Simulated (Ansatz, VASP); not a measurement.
# Two plane-wave programs on I

```xyz
4
Lattice="5.8350 0.0000 0.0000 0.0000 5.8350 0.0000 0.0000 0.0000 8.8387" Properties=species:S:1:pos:R:3 pbc="T T T"
I     0.0000    1.4582    4.4193
I     0.0000    4.3768    4.4193
I     1.4582    0.0000    0.0000
I     4.3768    0.0000    0.0000
```

Alike in both runs: functional PBE; k mesh 8 × 8 × 6; occupations gaussian, width 0.1 eV; no spin polarisation.

Ansatz relaxed the structure, and its values are those at the end. VASP's run is a single point on that final structure, the one shown.

|  | VASP | Ansatz |
| --- | --- | --- |
| version | VASP 6.6.1 | Ansatz 0.2.0 |
| potentials or method | VASP PAW PBE potentials, release 64 (I), cutoff 520 eV | scalar-relativistic, plane waves, PAW |
| valence electrons in the cell | 28 | 68 |

```tsv
	VASP	Ansatz	Ansatz less VASP
gap on the k mesh at the Fermi level (eV)	none	none	-
pressure (GPa)	0.0	0.0	+0.03
```

A gap of «none» marks a metal or a gap that the smearing closes. VASP's potentials hold 28 valence electrons a cell and Ansatz's 68, so a difference there can come from the potentials and not from the codes.

Neither program's run includes spin-orbit coupling.
